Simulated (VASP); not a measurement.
# BaH2Pd2 (P1) in VASP: single point with PBE

Aim: the single point of BaH2Pd2 with PBE.

All numbers are computed with VASP 6.6.1; they aren't measurements. Logs are shortened: lines on timing, memory, paths and dates and some standing lists are left out, and cuts for length are marked.

## Step 1: The cell of the first run

The typed cell holds 10 atoms: a = 4.179 Å, b = 4.179 Å, c = 10.121 Å, α = 90.00°, β = 90.00°, γ = 90.00°.

## Step 2: Single point, PBE

INCAR

```
  PREC = Accurate
  ENCUT = 520
  EDIFF = 1E-7
  ISMEAR = 1
  SIGMA = 0.15
  LREAL = F
  LASPH = T
  NELM = 80
  ALGO = Normal
  ISIF = 2
  LWAVE = F
  LCHARG = T
  GGA = PE
  LELF = T
  LVHAR = T
  NBANDS = 43
```

KPOINTS

```
regular mesh
0
Gamma
  4 4 2
```

POSCAR

```
BaH2Pd2
1.0
    4.1788830000      0.0000000000      0.0000000000
    0.0000000000      4.1788830000      0.0000000000
    0.0000000000      0.0000000000     10.1212540000
H Pd Ba
4 4 2
Direct
   -0.0186851367      0.6245597209      0.8452034698
    0.5101217239     -0.0474310958      0.1491229249
   -0.1062614100      0.0408573296      0.5232837749
    0.3826867132      0.4661539938      0.4932270250
   -0.0083852551      0.0000801650      0.0010425586
    0.5006160737      0.5041404605      0.0012553780
    0.0076340974      0.4872440793      0.6297290830
    0.5103799269      0.0065756806      0.3667728327
   -0.0082081743      0.5065315301      0.2537373333
    0.5019731349     -0.0056302127      0.7471131542
```

Potentials or basis: VASP PAW PBE potentials, release 64 (H, Pd, Ba_sv).

On the command line:

```
$ cat potpaw_PBE.64/H/POTCAR potpaw_PBE.64/Pd/POTCAR potpaw_PBE.64/Ba_sv/POTCAR > POTCAR
$ mpirun -np 1 vasp_std > vasp.out
```

OUTCAR:

```text
PREC = Accurate
   ENCUT = 520
   EDIFF = 1E-7
   ISMEAR = 1
   LREAL = F
   LASPH = T
   NELM = 80
   ISIF = 2
   GGA = PE

 ion  position               nearest neighbor table
   1  0.981  0.625  0.845-  10 2.72
   2  0.510  0.953  0.149-
   3  0.894  0.041  0.523-  10 2.80
   4  0.383  0.466  0.493-   7 2.09
   5  0.992  0.000  0.001-   6 2.92   6 2.94   6 2.97   6 2.99  10 3.29   9 3.29   9 3.32  10 3.34

   6  0.501  0.504  0.001-   5 2.92   5 2.94   5 2.97   5 2.99   9 3.28  10 3.29   9 3.32  10 3.34

   7  0.008  0.487  0.630-   4 2.09  10 3.15  10 3.18  10 3.19  10 3.22   9 3.81
   8  0.510  0.007  0.367-   9 3.12   9 3.12   9 3.22   9 3.22  10 3.85
   9  0.992  0.507  0.254-   8 3.12   8 3.12   8 3.22   8 3.22   6 3.28   5 3.29   5 3.32   6 3.32
                             7 3.81
  10  0.502  0.994  0.747-   1 2.72   3 2.80   7 3.15   7 3.18   7 3.19   7 3.22   5 3.29   6 3.29
                             5 3.34   6 3.34   8 3.85

  LATTYP: Found a simple tetragonal cell.
 ALAT       =     4.1788830000
 C/A-ratio  =     2.4219998502

  Lattice vectors:

 A1 = (   4.1788830000,   0.0000000000,   0.0000000000)
 A2 = (   0.0000000000,   4.1788830000,   0.0000000000)
 A3 = (   0.0000000000,   0.0000000000,  10.1212540000)

Analysis of symmetry for initial positions (statically):
=====================================================================
 Subroutine PRICEL returns:
 Original cell was already a primitive cell.

 Routine SETGRP: Setting up the symmetry group for a
 simple tetragonal supercell.

 Subroutine GETGRP returns: Found  1 space group operations
 (whereof  1 operations were pure point group operations)
 out of a pool of 16 trial point group operations.

The static configuration has the point symmetry C_1 .

Analysis of symmetry for dynamics (positions and initial velocities):
=====================================================================
 Subroutine PRICEL returns:
 Original cell was already a primitive cell.

 Routine SETGRP: Setting up the symmetry group for a
 simple tetragonal supercell.

 Subroutine GETGRP returns: Found  1 space group operations
 (whereof  1 operations were pure point group operations)
 out of a pool of 16 trial point group operations.

The dynamic configuration has the point symmetry C_1 .

 Subroutine INISYM returns: Found  1 space group operations
 (whereof  1 operations are pure point group operations),
 and found     1 'primitive' translations

----------------------------------------------------------------------------------------

                                     Primitive cell

  volume of cell :     176.7481

  direct lattice vectors                    reciprocal lattice vectors
     4.178883000  0.000000000  0.000000000     0.239298396  0.000000000  0.000000000
     0.000000000  4.178883000  0.000000000     0.000000000  0.239298396  0.000000000
     0.000000000  0.000000000 10.121254000     0.000000000  0.000000000  0.098801986

  length of vectors
     4.178883000  4.178883000 10.121254000     0.239298396  0.239298396  0.098801986

  position of ions in fractional coordinates (direct lattice)
     0.981314863  0.624559721  0.845203470
     0.510121724  0.952568904  0.149122925
     0.893738590  0.040857330  0.523283775
     0.382686713  0.466153994  0.493227025
     0.991614745  0.000080165  0.001042559
     0.500616074  0.504140460  0.001255378
     0.007634097  0.487244079  0.629729083
     0.510379927  0.006575681  0.366772833
     0.991791826  0.506531530  0.253737333
     0.501973135  0.994369787  0.747113154

  ion indices of the primitive-cell ions
   primitive index   ion index
                 1           1
                 2           2
                 3           3
                 4           4
                 5           5
                 6           6
                 7           7
                 8           8
                 9           9
                10          10

----------------------------------------------------------------------------------------

 KPOINTS: regular mesh

Automatic generation of k-mesh.
 Grid dimensions read from file:
 generate k-points for:    4    4    2

 Generating k-lattice:

  Cartesian coordinates                     Fractional coordinates (reciprocal lattice)
     0.059824599  0.000000000  0.000000000     0.250000000  0.000000000  0.000000000
     0.000000000  0.059824599  0.000000000     0.000000000  0.250000000  0.000000000
     0.000000000  0.000000000  0.049400993     0.000000000  0.000000000  0.500000000

  Length of vectors
     0.059824599  0.059824599  0.049400993

  Shift w.r.t. Gamma in fractional coordinates (k-lattice)
     0.000000000  0.000000000  0.000000000

 Subroutine IBZKPT returns following result:
 ===========================================

 Found     20 irreducible k-points:

 Following reciprocal coordinates:
            Coordinates               Weight
  0.000000  0.000000  0.000000      1.000000
  0.250000  0.000000  0.000000      2.000000
  0.000000  0.250000  0.000000      2.000000
  0.500000  0.000000  0.000000      1.000000
  0.000000  0.500000  0.000000      1.000000
  0.250000  0.250000  0.000000      2.000000
[... 12 lines left out ...]
 -0.250000  0.500000  0.500000      2.000000
  0.500000  0.500000  0.500000      1.000000
   k-points           NKPTS =     20   k-points in BZ     NKDIM =     20   number of bands    NBANDS=     43
   number of dos      NEDOS =    301   number of ions     NIONS =     10
   total plane-waves  NPLWV =  81920
   dimension x,y,z NGX =    32 NGY =   32 NGZ =   80
   dimension x,y,z NGXF=    64 NGYF=   64 NGZF=  160
   ions per type =               4   4   2
   NGX,Y,Z   is equivalent  to a cutoff of  12.73, 12.73, 13.14 a.u.
   NGXF,Y,Z  is equivalent  to a cutoff of  25.46, 25.46, 26.28 a.u.
 SYSTEM =  unknown system
   PREC   = accura    normal or accurate (medium, high low for compatibility)
   ISTART =      0    job   : 0-new  1-cont  2-samecut
   ICHARG =      2    charge: 1-file 2-atom 10-const
   ISPIN  =      1    spin polarized calculation?
   LNONCOLLINEAR =      F non collinear calculations
   LSORBIT =      F    spin-orbit coupling
   LASPH  =      T    aspherical Exc in radial PAW
   ENCUT  =  520.0 eV  38.22 Ry    6.18 a.u.   7.77  7.77 18.82*2*pi/ulx,y,z
   NELM   =     80;   NELMIN=  2; NELMDL= -5     # of ELM steps
   EDIFF  = 0.1E-06   stopping-criterion for ELM
   LREAL  =      F    real-space projection
   EDIFFG = 0.1E-05   stopping-criterion for IOM
   NSW    =      0    number of steps for IOM
   IBRION =     -1    ionic relax: 0-MD 1-quasi-New 2-CG
   NFREE  =      0    steps in history (QN), initial steepest desc. (CG)
   ISIF   =      2    stress and relaxation
   ISYM   =      2    0-nonsym 1-usesym 2-fastsym
   POTIM  = 0.5000    time-step for ionic-motion
   TEBEG  =    0.0;   TEEND  =   0.0 temperature during run
   PSTRESS=    0.0 pullay stress
   NELECT =      64.0000    total number of electrons
   NUPDOWN=      -1.0000    fix difference up-down
   EMIN   =  10.00;   EMAX   =-10.00  energy-range for DOS
   EFERMI =   0.00;   METHOD = LEGACY
   ISMEAR =     1;   SIGMA  =   0.15  broadening in eV -4-tet -1-fermi 0-gaus
   EFERMI_NEDOS =   21; number of points for ismear=-14 and -15
   IALGO  =     38    algorithm
   IMIX   =      4    mixing-type and parameters
     AMIX     =   0.40;   BMIX     =  1.00
     AMIX_MAG =   1.60;   BMIX_MAG =  1.00
  volume/ion in A,a.u.               =      17.67       119.28
  Fermi-wavevector in a.u.,A,eV,Ry     =   1.166854  2.205035 18.524993  1.361549
  Thomas-Fermi vector in A             =   2.303362
   LORBIT       =      0    0 simple, 1 ext, 2 COOP (PROOUT), +10 PAW based schemes
   GGA     = PE    functional components
   LHFCALC =     F    Hartree Fock is set to
   AEXX    =    0.0000 exact exchange contribution
   IVDW    =     0    specifies the selected vdW correction
   LEPSILON=     F    determine dielectric tensor
   LRPA    =     F    only Hartree local field effects (RPA)
 non-spin polarized calculation
 Methfessel and Paxton  Order N= 1 SIGMA  =   0.15
  energy-cutoff  :      520.00
  volume of cell :      176.75
 maximum number of plane-waves:      4788
   NGX = 15   NGY = 15   NGZ = 37

 number of electron      63.9999997 magnetization

 Free energy of the ion-electron system (eV)
  ---------------------------------------------------
  ext. energy  EPLUGINS =         0.00000000
  ---------------------------------------------------
  free energy    TOTEN  =       -37.59747075 eV

  energy without entropy =      -37.59947465  energy(sigma->0) =      -37.59813872

 E-fermi :   4.0920     XC(G=0): -10.0333

 val. band max:        4.0462403725   @ k =   0.5000   0.0000   0.0000
 cond. band min:       4.0934283606   @ k =   0.0000   0.2500   0.0000
 fundamental gap:      0.0471879881
 Fermi energy:         4.0919528717

 k-point     1 :       0.0000    0.0000    0.0000
  band No.  band energies     occupation
      1     -23.3863      2.00000
      2     -23.3385      2.00000
      3      -8.8035      2.00000
      4      -8.6827      2.00000
      5      -8.5139      2.00000
      6      -8.4956      2.00000
[... 35 lines left out ...]
     42       8.8964      0.00000
     43       9.2586      0.00000

 k-point     2 :       0.2500    0.0000    0.0000
  band No.  band energies     occupation
      1     -23.3679      2.00000
      2     -23.3198      2.00000
      3      -8.8014      2.00000
      4      -8.7650      2.00000
      5      -8.7338      2.00000
      6      -8.6457      2.00000
[... 820 lines left out ...]
 k-point    20 :       0.5000    0.5000    0.5000
  band No.  band energies     occupation
      1     -23.3176      2.00000
      2     -23.2690      2.00000
      3      -8.9630      2.00000
      4      -8.9512      2.00000
      5      -8.9260      2.00000
      6      -8.9209      2.00000
[... 35 lines left out ...]
     42       7.6261      0.00000
     43       8.7282      0.00000

------------------------ aborting loop because EDIFF is reached ----------------------------------------

  FORCE on cell =-STRESS in cart. coord.  units (eV):
  Direction    XX          YY          ZZ          XY          YZ          ZX
  --------------------------------------------------------------------------------------
  -------------------------------------------------------------------------------------
  Total       -2.0295844     -4.3222945     -9.3116643     -0.3354837     -2.7342239      0.2749104
  in kB      -18.3976753    -39.1805192    -84.4079092     -3.0410757    -24.7850567      2.4919944
  external PRESSURE =     -47.3287013 kB  Pullay stress =       0.0000000 kB

 VOLUME and BASIS-vectors are now :
 -----------------------------------------------------------------------------
  energy-cutoff  :      520.00
  volume of cell :      176.75
      direct lattice vectors                 reciprocal lattice vectors
     4.178883000  0.000000000  0.000000000     0.239298396  0.000000000  0.000000000
     0.000000000  4.178883000  0.000000000     0.000000000  0.239298396  0.000000000
     0.000000000  0.000000000 10.121254000     0.000000000  0.000000000  0.098801986

 POSITION                                       TOTAL-FORCE (eV/Angst)
 -----------------------------------------------------------------------------------
      4.10080      2.60996      8.55452         0.075494     -0.110941     -0.149173
      2.13174      3.98067      1.50931         0.035759      0.007975      0.399963
      3.73483      0.17074      5.29629        -0.300793      0.206309     -0.094756
      1.59920      1.94800      4.99208        -0.500489     -0.055869      0.246217
      4.14384      0.00034      0.01055        -0.019355     -0.410496     -0.190511
      2.09202      2.10674      0.01271         0.008455      0.151343      0.091537
      0.03190      2.03614      6.37365         0.534172     -0.179719     -0.891585
      2.13282      0.02748      3.71220         0.398249      0.206211      0.540645
      4.14458      2.11674      2.56814         0.058582     -0.079235      0.299599
      2.09769      4.15535      7.56172        -0.290075      0.264421     -0.251935
 -----------------------------------------------------------------------------------
    total drift:                                0.000103     -0.000353      0.000038

  FREE ENERGIE OF THE ION-ELECTRON SYSTEM (eV)
  ---------------------------------------------------
  free  energy   TOTEN  =       -37.5974707548 eV

  energy  without entropy=      -37.5994746514  energy(sigma->0) =      -37.59813872
```

Wall time 2.7 min (1 thread of Intel Xeon Platinum 8259CL at 2.50GHz (Skylake/Cascade Lake), shared host); peak memory 0.35 GiB.

What came out:

```yaml
Free_energy: -37.5975 eV
Pressure: -4.7 GPa
Largest_force: 1.055 eV/Å
Band_gap_on_the_k_mesh: zero (bands 32 and 33 overlap by 0.31 eV)
```

Forces on the atoms (eV/Å):
```
H    0.075 -0.111 -0.149
H    0.036  0.008  0.400
H   -0.301  0.206 -0.095
H   -0.500 -0.056  0.246
Pd  -0.019 -0.410 -0.191
Pd   0.008  0.151  0.092
Pd   0.534 -0.180 -0.892
Pd   0.398  0.206  0.541
Ba   0.059 -0.079  0.300
Ba  -0.290  0.264 -0.252
```

Stress tensor (GPa, compression positive):
```
-1.84 -0.30  0.25
-0.30 -3.92 -2.48
 0.25 -2.48 -8.44
```

Caveat: the k points lie up to 0.38 Å⁻¹ apart; spin-orbit coupling is left out, which moves the levels of the heavy elements; forces of over 1 eV/Å act on the atoms, so gaps and moduli don't describe the material at rest.

The gap in the log of VASP goes by the Fermi energy; the results here count the filled bands.